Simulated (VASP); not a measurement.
A run of VASP 6.6.1 is set up as follows.

INCAR

```
ALGO     = Normal         # electronic algorithm
EDIFF    = 1E-6           # SCF threshold, eV
ENCUT    = 520            # plane-wave cutoff, eV
GGA      = PS             # functional
ISIF     = 2              # what is computed and relaxed
ISMEAR   = 0              # smearing method
IVDW     = 12             # dispersion correction
LASPH    = True           # aspherical terms in the spheres
LCHARG   = True           # write CHGCAR
LELF     = True           # ELF
LREAL    = False          # projectors in reciprocal space
LVHAR    = True         
LWAVE    = False          # write WAVECAR
NBANDS   = 20             # bands
NELM     = 100            # most SCF steps
PREC     = Accurate       # precision mode
SIGMA    = 0.15           # smearing width, eV
```

The input KPOINTS:

```
k-points
0
Gamma
  15 15 15
```

File POSCAR:

```
MoS2
1.0
    1.5399048573      0.8268299700      5.7970502989
   -1.5399048573      0.8268299700      5.7970502989
    0.0000000000     -1.6536599400      5.7970502989
Mo S
1 2
Direct
    0.0000000000      0.0000000000      0.0000000000
    0.7346701195      0.7346701195      0.8083430658
    0.2653298805      0.2653298805      0.1916569342
```

Potentials or basis: VASP PAW PBE potentials, release 64 (Mo_sv, S).

The run is started by

```bash
$ cat potpaw_PBE.64/Mo_sv/POTCAR potpaw_PBE.64/S/POTCAR > POTCAR
$ mpirun -np 1 vasp_std > vasp.out
```

**Question.** Estimate the dispersion energy per atom.

**Answer.** -0.447 eV.

**Question.** Predict the largest force.

**Answer.** 1.159 eV/Å.

**Question.** What does it give for the pressure?

**Answer.** 14.2 GPa.

**Question.** What does it give for the band gap on the k mesh?

**Answer.** Zero (bands 13 and 14 overlap by 0.53 eV).

Forces on the atoms (eV/Å):
```
Mo   0.000  0.000  0.000
S    0.000  0.745  0.888
S    0.000 -0.745 -0.888
```

Caveat: the cell differs from its parent crystal (atoms displaced along a vibrational mode, the cell strained); the cell stands under pressure; the PAW data sets were made with another functional, which shifts forces and pressure a little.
